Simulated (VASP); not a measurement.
# WS2: single point with PBE+D3(BJ)

Crystal: WS2.

```xyz
42
Lattice="7.8852 -2.7315 0.0000 -6.3082 -5.4630 0.0000 0.0000 0.0000 -12.1448" Properties=species:S:1:pos:R:3 pbc="T T T"
W    -3.1541   -3.6420   -3.0362
W     0.0000   -3.6420   -3.0362
W     6.3082   -3.6420   -3.0362
W     3.1541   -3.6420   -3.0362
W     1.5770   -0.9105   -3.0362
W     1.5770   -6.3735   -3.0362
W    -1.5770   -6.3735   -3.0362
W    -1.5770   -4.5525   -9.1086
W     1.5770   -4.5525   -9.1086
W     0.0000   -1.8210   -9.1086
W     4.7311   -4.5525   -9.1086
W     3.1541   -1.8210   -9.1086
W    -4.7311   -4.5525   -9.1086
W     0.0000   -7.2841   -9.1086
S    -3.1541   -3.6420  -10.6833
S     0.0000   -3.6420  -10.6833
S     6.3082   -3.6420  -10.6833
S     3.1541   -3.6420  -10.6833
S     1.5770   -0.9105  -10.6833
S     1.5770   -6.3735  -10.6833
S    -1.5770   -6.3735  -10.6833
S    -1.5770   -4.5525   -4.6109
S     1.5770   -4.5525   -4.6109
S     0.0000   -1.8210   -4.6109
S     4.7311   -4.5525   -4.6109
S     3.1541   -1.8210   -4.6109
S    -4.7311   -4.5525   -4.6109
S     0.0000   -7.2841   -4.6109
S    -3.1541   -3.6420   -7.5340
S     0.0000   -3.6420   -7.5340
S     6.3082   -3.6420   -7.5340
S     3.1541   -3.6420   -7.5340
S     1.5770   -0.9105   -7.5340
S     1.5770   -6.3735   -7.5340
S    -1.5770   -6.3735   -7.5340
S    -1.5770   -4.5525   -1.4615
S     1.5770   -4.5525   -1.4615
S     0.0000   -1.8210   -1.4615
S     4.7311   -4.5525   -1.4615
S     3.1541   -1.8210   -1.4615
S    -4.7311   -4.5525   -1.4615
S     0.0000   -7.2841   -1.4615
```

| Property | Result |
| --- | --- |
| Program | VASP 6.6.1 |
| Task | single point |
| Functional | PBE |
| Dispersion | D3(BJ) |
| Potentials or basis | VASP PAW PBE potentials, release 64 (W_sv, S) |
| Cutoff | 520 eV |
| k mesh | 2 × 2 × 2 |
| Occupations | gaussian, width 0.01 eV |
| Spin | no spin polarisation |

```
Pressure                   : 0.0 GPa
Largest force              : 0.008 eV/Å
Band gap on the k mesh     : 1.25 eV
Dispersion energy per atom : -0.435 eV
```

Forces in eV/Å, atoms in the order of the input:
```
W    0.000  0.000  0.000
W    0.000  0.000  0.000
W    0.000  0.000  0.000
W    0.000  0.000  0.000
W    0.000  0.000  0.000
W    0.000  0.000  0.000
W    0.000  0.000  0.000
W    0.000  0.000  0.000
W    0.000  0.000  0.000
W    0.000  0.000  0.000
W    0.000  0.000  0.000
W    0.000  0.000  0.000
W    0.000  0.000  0.000
W    0.000  0.000  0.000
S    0.000  0.000 -0.008
S    0.000  0.000 -0.008
S    0.000  0.000 -0.008
S    0.000  0.000 -0.008
S    0.000  0.000 -0.008
S    0.000  0.000 -0.008
S    0.000  0.000 -0.008
S    0.000  0.000 -0.008
S    0.000  0.000 -0.008
S    0.000  0.000 -0.008
S    0.000  0.000 -0.008
S    0.000  0.000 -0.008
S    0.000  0.000 -0.008
S    0.000  0.000 -0.008
S    0.000  0.000  0.008
S    0.000  0.000  0.008
S    0.000  0.000  0.008
S    0.000  0.000  0.008
S    0.000  0.000  0.008
S    0.000  0.000  0.008
S    0.000  0.000  0.008
S    0.000  0.000  0.008
S    0.000  0.000  0.008
S    0.000  0.000  0.008
S    0.000  0.000  0.008
S    0.000  0.000  0.008
S    0.000  0.000  0.008
S    0.000  0.000  0.008
```

Levels at points of the mesh, in eV from the valence-band top:
| k point | band 178 | band 179 | band 180 | band 181 | band 182 | band 183 | band 184 | band 185 | band 186 | band 187 |
| --- | --- | --- | --- | --- | --- | --- | --- | --- | --- | --- |
| (0.00, 0.00, 0.00) | -1.46 | -1.46 | -1.42 | -1.28 | 0.00 | 1.25 | 1.25 | 1.25 | 1.25 | 1.25 |
| (0.50, 0.00, 0.00) | -1.16 | -1.07 | -1.07 | -0.90 | -0.90 | 1.29 | 1.29 | 1.34 | 1.34 | 1.69 |
| (0.00, 0.00, 0.50) | -1.49 | -1.49 | -1.49 | -0.31 | -0.31 | 1.62 | 1.62 | 1.62 | 1.62 | 1.62 |
| (0.50, 0.00, 0.50) | -1.09 | -1.02 | -1.02 | -1.02 | -1.02 | 1.64 | 1.64 | 1.64 | 1.64 | 1.67 |

Wall time 110 s on 1 × NVIDIA H100 80GB with 1 thread of AMD EPYC 7R13 Processor (Zen 3), on a shared host, peak memory 1.8 GiB.

Caveat: the k points lie up to 0.43 Å⁻¹ apart; spin-orbit coupling is left out, which moves the levels of the heavy elements. A k mesh can miss the band edges.
